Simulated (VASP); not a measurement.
# WC (P-6m2) in VASP: notebook

The runs below take WC through relaxation of cell and atoms, with r2SCAN.

Everything below comes from runs of VASP 6.6.1. Logs are shortened: lines on timing, memory, paths and dates and some standing lists are left out, and cuts for length are marked.

**1. The cell of the first run**

The structure is hexagonal, space group P-6m2 (No. 187). Conventional cell: a = 2.884 Å, b = 2.884 Å, c = 2.811 Å, α = 90.00°, β = 90.00°, γ = 120.00°. W (site symmetry -6m2) has 6 C at 2.18 Å and 8 W at 2.81 to 2.88 Å within 2.9 Å. C (site symmetry -6m2) has 6 W at 2.18 Å and 8 C at 2.81 to 2.88 Å within 2.9 Å.

**2. Relaxation of cell and atoms, r2SCAN, target pressure 12 GPa, at which the enthalpy is minimised**

Input file POSCAR:

```
WC
1.0
    2.8837712351      0.0000000000      0.0000000000
   -1.4418856175      2.4974191483      0.0000000000
    0.0000000000      0.0000000000      2.8108771296
W C
1 1
Direct
    0.0000000000      0.0000000000      0.0000000000
    0.6666666667      0.3333333333      0.5000000000
```

Input file INCAR.step1:

```
SYSTEM = WC
PREC = Accurate
ENCUT = 600
ISMEAR = 0
SIGMA = 0.1
LREAL = .FALSE.
LASPH = .TRUE.
NELM = 80
GGA = PE
ALGO = Normal
EDIFF = 1E-4
LWAVE = .TRUE.
LCHARG = .FALSE.
```

Input file INCAR.step2:

```
SYSTEM = WC
PREC = Accurate
ENCUT = 600
EDIFF = 1E-7
ISMEAR = 0
SIGMA = 0.1
LREAL = .FALSE.
LASPH = .TRUE.
NELM = 80
ALGO = Normal
ISIF = 3
LWAVE = .FALSE.
LCHARG = .FALSE.
METAGGA = R2SCAN
LMIXTAU = .TRUE.
IBRION = 2
NSW = 70
EDIFFG = -0.008
PSTRESS = 120.0
ISTART = 1
```

Input file KPOINTS:

```
Automatic mesh
0
G
  18 18 14
  0 0 0
```

Potentials or basis: VASP PAW PBE potentials, release 64 (W_sv, C).

On the command line:

```console
> cat potpaw_PBE.64/W_sv/POTCAR potpaw_PBE.64/C/POTCAR > POTCAR
> cp INCAR.step1 INCAR
> mpirun -np 1 vasp_std > vasp.out
> cp INCAR.step2 INCAR
> mpirun -np 1 vasp_std > vasp.out
```

OUTCAR:

```text
SYSTEM = WC
   PREC = Accurate
   ENCUT = 600
   EDIFF = 1E-7
   ISMEAR = 0
   LREAL = .FALSE.
   LASPH = .TRUE.
   NELM = 80
   ISIF = 3
   METAGGA = R2SCAN
   IBRION = 2
   NSW = 70
   EDIFFG = -0.008
   PSTRESS = 120.0
   ISTART = 1

 ion  position               nearest neighbor table
   1  0.000  0.000  0.000-   2 2.18   2 2.18   2 2.18   2 2.18   2 2.18   2 2.18
   2  0.667  0.333  0.500-   1 2.18   1 2.18   1 2.18   1 2.18   1 2.18   1 2.18

  LATTYP: Found a hexagonal cell.
 ALAT       =     2.8837712351
 C/A-ratio  =     0.9747226463

  Lattice vectors:

 A1 = (   2.8837712351,   0.0000000000,   0.0000000000)
 A2 = (  -1.4418856175,   2.4974191483,   0.0000000000)
 A3 = (   0.0000000000,   0.0000000000,   2.8108771296)

Analysis of symmetry for initial positions (statically):
=====================================================================
 Subroutine PRICEL returns:
 Original cell was already a primitive cell.

 Routine SETGRP: Setting up the symmetry group for a
 hexagonal supercell.

 Subroutine GETGRP returns: Found 12 space group operations
 (whereof 12 operations were pure point group operations)
 out of a pool of 24 trial point group operations.

The static configuration has the point symmetry D_3h.

Analysis of symmetry for dynamics (positions and initial velocities):
=====================================================================
 Subroutine PRICEL returns:
 Original cell was already a primitive cell.

 Routine SETGRP: Setting up the symmetry group for a
 hexagonal supercell.

 Subroutine GETGRP returns: Found 12 space group operations
 (whereof 12 operations were pure point group operations)
 out of a pool of 24 trial point group operations.

The dynamic configuration has the point symmetry D_3h.

 Subroutine INISYM returns: Found 12 space group operations
 (whereof 12 operations are pure point group operations),
 and found     1 'primitive' translations

----------------------------------------------------------------------------------------

                                     Primitive cell

  volume of cell :      20.2439

  direct lattice vectors                    reciprocal lattice vectors
     2.883771235  0.000000000  0.000000000     0.346768144  0.200206681  0.000000000
    -1.441885618  2.497419148  0.000000000     0.000000000  0.400413363  0.000000000
     0.000000000  0.000000000  2.810877130     0.000000000  0.000000000  0.355760837

  length of vectors
     2.883771235  2.883771235  2.810877130     0.400413363  0.400413363  0.355760837

  position of ions in fractional coordinates (direct lattice)
     0.000000000  0.000000000  0.000000000
     0.666666667  0.333333333  0.500000000

  ion indices of the primitive-cell ions
   primitive index   ion index
                 1           1
                 2           2

----------------------------------------------------------------------------------------

 KPOINTS: Automatic mesh

Automatic generation of k-mesh.
 Grid dimensions read from file:
 generate k-points for:   18   18   14

 Generating k-lattice:

  Cartesian coordinates                     Fractional coordinates (reciprocal lattice)
     0.019264897  0.011122593  0.000000000     0.055555556 -0.000000000  0.000000000
     0.000000000  0.022245187  0.000000000     0.000000000  0.055555556  0.000000000
     0.000000000  0.000000000  0.025411488     0.000000000  0.000000000  0.071428571

  Length of vectors
     0.022245187  0.022245187  0.025411488

  Shift w.r.t. Gamma in fractional coordinates (k-lattice)
     0.000000000  0.000000000  0.000000000

 Subroutine IBZKPT returns following result:
 ===========================================

 Found    296 irreducible k-points:

 Following reciprocal coordinates:
            Coordinates               Weight
  0.000000  0.000000  0.000000      1.000000
  0.055556 -0.000000  0.000000      6.000000
  0.111111 -0.000000  0.000000      6.000000
  0.166667 -0.000000  0.000000      6.000000
  0.222222  0.000000  0.000000      6.000000
  0.277778  0.000000  0.000000      6.000000
[... 16 lines left out ...]
  0.333333  0.111111  0.000000     12.000000
  0.388889  0.111111  0.000000     12.000000
 [... further k-points ...]
   k-points           NKPTS =    296   k-points in BZ     NKDIM =    296   number of bands    NBANDS=     13
   number of dos      NEDOS =    301   number of ions     NIONS =      2
   total plane-waves  NPLWV =  13824
   dimension x,y,z NGX =    24 NGY =   24 NGZ =   24
   dimension x,y,z NGXF=    48 NGYF=   48 NGZF=   48
   ions per type =               1   1
   NGX,Y,Z   is equivalent  to a cutoff of  13.84, 13.84, 14.19 a.u.
   NGXF,Y,Z  is equivalent  to a cutoff of  27.67, 27.67, 28.39 a.u.
 SYSTEM =  WC
   PREC   = accura    normal or accurate (medium, high low for compatibility)
   ISTART =      1    job   : 0-new  1-cont  2-samecut
   ICHARG =      0    charge: 1-file 2-atom 10-const
   ISPIN  =      1    spin polarized calculation?
   LNONCOLLINEAR =      F non collinear calculations
   LSORBIT =      F    spin-orbit coupling
   LASPH  =      T    aspherical Exc in radial PAW
   ENCUT  =  600.0 eV  44.10 Ry    6.64 a.u.   5.76  5.76  5.61*2*pi/ulx,y,z
   NELM   =     80;   NELMIN=  2; NELMDL=  0     # of ELM steps
   EDIFF  = 0.1E-06   stopping-criterion for ELM
   LREAL  =      F    real-space projection
   EDIFFG = -.8E-02   stopping-criterion for IOM
   NSW    =     70    number of steps for IOM
   IBRION =      2    ionic relax: 0-MD 1-quasi-New 2-CG
   NFREE  =      1    steps in history (QN), initial steepest desc. (CG)
   ISIF   =      3    stress and relaxation
   ISYM   =      2    0-nonsym 1-usesym 2-fastsym
   POTIM  = 0.5000    time-step for ionic-motion
   TEBEG  =    0.0;   TEEND  =   0.0 temperature during run
   PSTRESS=  120.0 pullay stress
   NELECT =      18.0000    total number of electrons
   NUPDOWN=      -1.0000    fix difference up-down
   EMIN   =  10.00;   EMAX   =-10.00  energy-range for DOS
   EFERMI =   0.00;   METHOD = LEGACY
   ISMEAR =     0;   SIGMA  =   0.10  broadening in eV -4-tet -1-fermi 0-gaus
   EFERMI_NEDOS =   21; number of points for ismear=-14 and -15
   IALGO  =     38    algorithm
   IMIX   =      4    mixing-type and parameters
     AMIX     =   0.40;   BMIX     =  1.00
     AMIX_MAG =   1.60;   BMIX_MAG =  1.00
  volume/ion in A,a.u.               =      10.12        68.31
  Fermi-wavevector in a.u.,A,eV,Ry     =   1.574228  2.974860 33.717873  2.478194
  Thomas-Fermi vector in A             =   2.675394
   LORBIT       =      0    0 simple, 1 ext, 2 COOP (PROOUT), +10 PAW based schemes
   METAGGA = R2SCAN    functional components
   LHFCALC =     F    Hartree Fock is set to
   AEXX    =    0.0000 exact exchange contribution
   IVDW    =     0    specifies the selected vdW correction
   LEPSILON=     F    determine dielectric tensor
   LRPA    =     F    only Hartree local field effects (RPA)
 conjugate gradient relaxation of ions
 non-spin polarized calculation
 Gauss-broadening in eV      SIGMA  =   0.10
  energy-cutoff  :      600.00
  volume of cell :       20.24
 maximum number of plane-waves:       688
 NGX is ok and might be reduce to    24
   NGX = 11   NGY = 11   NGZ = 11

--------------------------------------- Ionic step        1  -------------------------------------------

 number of electron      18.0000000 magnetization

 Free energy of the ion-electron system (eV)
  ---------------------------------------------------
  ext. energy  EPLUGINS =         0.00000000
  ---------------------------------------------------
  free energy    TOTEN  =       -61.58566221 eV

  energy without entropy =      -61.58429924  energy(sigma->0) =      -61.58498073

------------------------ aborting loop because EDIFF is reached ----------------------------------------

  FORCE on cell =-STRESS in cart. coord.  units (eV):
  Direction    XX          YY          ZZ          XY          YZ          ZX
  --------------------------------------------------------------------------------------
  -------------------------------------------------------------------------------------
  Total        1.7320797      1.7320797      1.9375832      0.0000000      0.0000000     -0.0000000
  in kB      137.0832341    137.0832341    153.3475499      0.0000000      0.0000000     -0.0000000
  external PRESSURE =      22.5046727 kB  Pullay stress =     120.0000000 kB

 VOLUME and BASIS-vectors are now :
 -----------------------------------------------------------------------------
  energy-cutoff  :      600.00
  volume of cell :       20.24
      direct lattice vectors                 reciprocal lattice vectors
     2.883771235  0.000000000  0.000000000     0.346768144  0.200206681  0.000000000
    -1.441885618  2.497419148  0.000000000     0.000000000  0.400413363  0.000000000
     0.000000000  0.000000000  2.810877130     0.000000000  0.000000000  0.355760837
[... 160 lines left out ...]
  FREE ENERGIE OF THE ION-ELECTRON SYSTEM (eV)
  ---------------------------------------------------
  free  energy   TOTEN  =       -61.5935698322 eV

  energy  without entropy=      -61.5922036014  energy(sigma->0) =      -61.59288672

  enthalpy is  TOTEN    =       -60.0702022041 eV   P V=        1.5233676281

--------------------------------------- Ionic step        6  -------------------------------------------

 number of electron      18.0000000 magnetization

 Free energy of the ion-electron system (eV)
  ---------------------------------------------------
  ext. energy  EPLUGINS =         0.00000000
  ---------------------------------------------------
  free energy    TOTEN  =       -61.59384335 eV

  energy without entropy =      -61.59247403  energy(sigma->0) =      -61.59315869

 E-fermi :  11.2390     XC(G=0): -15.0978

 val. band max:       11.2310528995   @ k =   0.4444   0.0556   0.4286
 cond. band min:      11.2465998036   @ k =   0.1111  -0.0000   0.3571
 fundamental gap:      0.0155469041
 Fermi energy:        11.2390252659

 k-point     1 :       0.0000    0.0000    0.0000
  band No.  band energies     occupation
      1     -64.6523      2.00000
      2     -27.9584      2.00000
      3     -27.8429      2.00000
      4     -27.8429      2.00000
      5      -4.1485      2.00000
      6       6.6381      2.00000
      7       7.6825      2.00000
      8       7.6825      2.00000
      9      11.3516      0.11136
     10      14.7630      0.00000
     11      14.7630      0.00000
     12      17.3283      0.00000
     13      17.3283      0.00000

 k-point     2 :       0.0556   -0.0000    0.0000
  band No.  band energies     occupation
      1     -64.6501      2.00000
      2     -27.9546      2.00000
      3     -27.8726      2.00000
      4     -27.8495      2.00000
      5      -4.0621      2.00000
      6       6.6751      2.00000
      7       7.5510      2.00000
      8       7.7638      2.00000
      9      11.0798      1.97568
     10      14.7310      0.00000
     11      15.0646      0.00000
[... 339 lines left out ...]
 k-point    24 :       0.3889    0.1111    0.0000
  band No.  band energies     occupation
      1     -64.5802      2.00000
      2     -28.7134      2.00000
      3     -28.1220      2.00000
      4     -27.8299      2.00000
      5      -0.6323      2.00000
      6       3.9869      2.00000
      7       7.4232      2.00000
      8       7.5021      2.00000
      9      10.7061      2.00000
     10      13.2611      0.00000
     11      15.0917      0.00000
     12      16.4365      0.00000
     13      19.3745      0.00000

 [... further k-points ...]

------------------------ aborting loop because EDIFF is reached ----------------------------------------

  FORCE on cell =-STRESS in cart. coord.  units (eV):
  Direction    XX          YY          ZZ          XY          YZ          ZX
  --------------------------------------------------------------------------------------
  -------------------------------------------------------------------------------------
  Total        1.5175678      1.5175678      1.5136650      0.0000000     -0.0000000      0.0000000
  in kB      119.5223225    119.5223225    119.2149416      0.0000000     -0.0000000      0.0000000
  external PRESSURE =      -0.5801378 kB  Pullay stress =     120.0000000 kB

 VOLUME and BASIS-vectors are now :
 -----------------------------------------------------------------------------
  energy-cutoff  :      600.00
  volume of cell :       20.34
      direct lattice vectors                 reciprocal lattice vectors
     2.886883814  0.000000000 -0.000000000     0.346394266  0.199990823 -0.000000000
    -1.443441907  2.500114721  0.000000000    -0.000000000  0.399981645 -0.000000000
     0.000000000  0.000000000  2.818515505     0.000000000  0.000000000  0.354796700

 POSITION                                       TOTAL-FORCE (eV/Angst)
 -----------------------------------------------------------------------------------
     -1.44344      2.50011      0.00000        -0.000000      0.000000      0.000000
      1.44344      0.83337      1.40926         0.000000     -0.000000     -0.000000
 -----------------------------------------------------------------------------------
    total drift:                               -0.000000      0.000000      0.000000

  FREE ENERGIE OF THE ION-ELECTRON SYSTEM (eV)
  ---------------------------------------------------
  free  energy   TOTEN  =       -61.5938433517 eV

  energy  without entropy=      -61.5924740309  energy(sigma->0) =      -61.59315869

  enthalpy is  TOTEN    =       -60.0702104762 eV   P V=        1.5236328755

 reached required accuracy - stopping structural energy minimisation
```

Wall time 6.2 min (1 thread of Intel Xeon 6975P-C (Granite Rapids), shared host); peak memory 0.24 GiB.

What came out:

| Property | Result |
| --- | --- |
| Free energy | -61.5938 eV |
| Relaxed volume | 10.17 Å³/atom |
| Relaxed cell | a = 2.887 Å, b = 2.887 Å, c = 2.819 Å, α = 90.00°, β = 90.00°, γ = 120.00° |
| Space group after relaxing (to 0.1 Å) | P-6m2 (No. 187) |
| Energy change on relaxing (the run minimises the enthalpy) | -4.1 meV/atom |
| Ionic steps | 6 |
| Pressure after relaxing | 11.9 GPa |
| Band gap on the k mesh | zero (bands 9 and 10 overlap by 1.34 eV) |

The path:
```
step  energy change (eV)  largest force (eV/Å)  pressure (GPa)  volume (Å³)
   1              0.0000                0.0000           14.25        20.24
   2             -0.0244                0.0000            4.93        20.66
   3             -0.0083                0.0000           11.95        20.34
   4             -0.0084                0.0000           11.89        20.35
   5             -0.0079                0.0000           12.00        20.34
   6             -0.0082                0.0000           11.94        20.34
```

Final structure:
```xyz
2
Lattice="2.8869 0.0000 0.0000 -1.4434 2.5001 0.0000 0.0000 0.0000 2.8185" Properties=species:S:1:pos:R:3 pbc="T T T"
W    -1.4434    2.5001    0.0000
C     1.4434    0.8334    1.4093
```

Caveat: the cell is relaxed towards a set pressure, so the run minimises the enthalpy, not the energy; the PAW data sets were made with another functional, which shifts forces and pressure a little; spin-orbit coupling is left out, which moves the levels of the heavy elements.

**3. Relaxation of cell and atoms, r2SCAN, target pressure 4 GPa, at which the enthalpy is minimised**

This run uses another cell than the first one, of 10.31 Å³/atom.

Input file POSCAR:

```
WC
1.0
    2.9023714729      0.0000000000      0.0000000000
   -1.4511857364      2.5135274268      0.0000000000
    0.0000000000      0.0000000000      2.8273102120
W C
1 1
Direct
    0.0000000000      0.0000000000      0.0000000000
    0.6666666667      0.3333333333      0.5000000000
```

Input file INCAR.step1:

```
SYSTEM = WC
ALGO = Normal ; EDIFF = 1E-4
ENCUT = 600 ; GGA = PE
ISMEAR = 0 ; LASPH = .True.
LCHARG = .False. ; LREAL = .False.
LWAVE = .True. ; NELM = 60
PREC = Accurate ; SIGMA = 0.1
```

Input file INCAR.step2:

```
SYSTEM = WC
ALGO = Normal ; EDIFF = 1E-6
EDIFFG = -0.008 ; ENCUT = 600
IBRION = 2 ; ISIF = 3
ISMEAR = 0 ; ISTART = 1
LASPH = .True. ; LCHARG = .False.
LMIXTAU = .True. ; LREAL = .False.
LWAVE = .False. ; METAGGA = R2SCAN
NELM = 60 ; NSW = 70
PREC = Accurate ; PSTRESS = 40.0
SIGMA = 0.1
```

Input file KPOINTS:

```
k-points
0
Gamma
  18 18 14
  0 0 0
```

Potentials or basis: VASP PAW PBE potentials, release 64 (W_sv, C).

On the command line:

```console
> cat potpaw_PBE.64/W_sv/POTCAR potpaw_PBE.64/C/POTCAR > POTCAR
> cp INCAR.step1 INCAR
> mpirun -np 1 vasp_std > vasp.out
> cp INCAR.step2 INCAR
> mpirun -np 1 vasp_std > vasp.out
```

Wall time 3.3 min (1 thread of Intel Xeon 6975P-C (Granite Rapids), shared host); peak memory 0.24 GiB.

Results (log left out):

* Free energy: -61.6129 eV
* Relaxed volume: 10.36 Å³/atom
* Relaxed cell: a = 2.906 Å, b = 2.906 Å, c = 2.833 Å, α = 90.00°, β = 90.00°, γ = 120.00°
* Space group after relaxing (to 0.1 Å): P-6m2 (No. 187)
* Energy change on relaxing (the run minimises the enthalpy): -1.5 meV/atom
* Ionic steps: 3
* Pressure after relaxing: 4.0 GPa
* Band gap on the k mesh: zero (bands 9 and 10 overlap by 1.32 eV)

Step by step:
```tsv
step	energy change (eV)	largest force (eV/Å)	pressure (GPa)	volume (Å³)
1	0.0000	0.0000	5.94	20.63
2	-0.0047	0.0000	-1.64	21.00
3	-0.0029	0.0000	4.00	20.72
```

Final structure:
```cif
data_structure
_symmetry_space_group_name_H-M 'P 1'
_symmetry_Int_Tables_number 1
_cell_length_a 2.9061
_cell_length_b 2.9061
_cell_length_c 2.8328
_cell_angle_alpha 90.000
_cell_angle_beta 90.000
_cell_angle_gamma 120.000
_cell_volume 20.72
loop_
_atom_site_label
_atom_site_type_symbol
_atom_site_fract_x
_atom_site_fract_y
_atom_site_fract_z
_atom_site_occupancy
W1 W 0.00000 0.00000 0.00000 1
C1 C 0.66667 0.33333 0.50000 1
```

Levels at points of the mesh, in eV from the Fermi level:
| k point | band 7 | band 8 | band 9 | band 10 | band 11 | band 12 |
| --- | --- | --- | --- | --- | --- | --- |
| (0.00, 0.00, 0.00) | -3.48 | -3.48 | 0.13 | 3.44 | 3.44 | 5.99 |
| (0.50, 0.00, 0.00) | -3.74 | -3.69 | -0.50 | 2.52 | 4.76 | 5.13 |
| (0.00, 0.00, 0.50) | -2.09 | -2.09 | -0.56 | -0.56 | 3.86 | 4.86 |
| (0.50, 0.00, 0.50) | -4.49 | -4.36 | 0.24 | 4.63 | 5.53 | 7.01 |

Caveat: the cell is relaxed towards a set pressure, so the run minimises the enthalpy, not the energy; the PAW data sets were made with another functional, which shifts forces and pressure a little; spin-orbit coupling is left out, which moves the levels of the heavy elements.
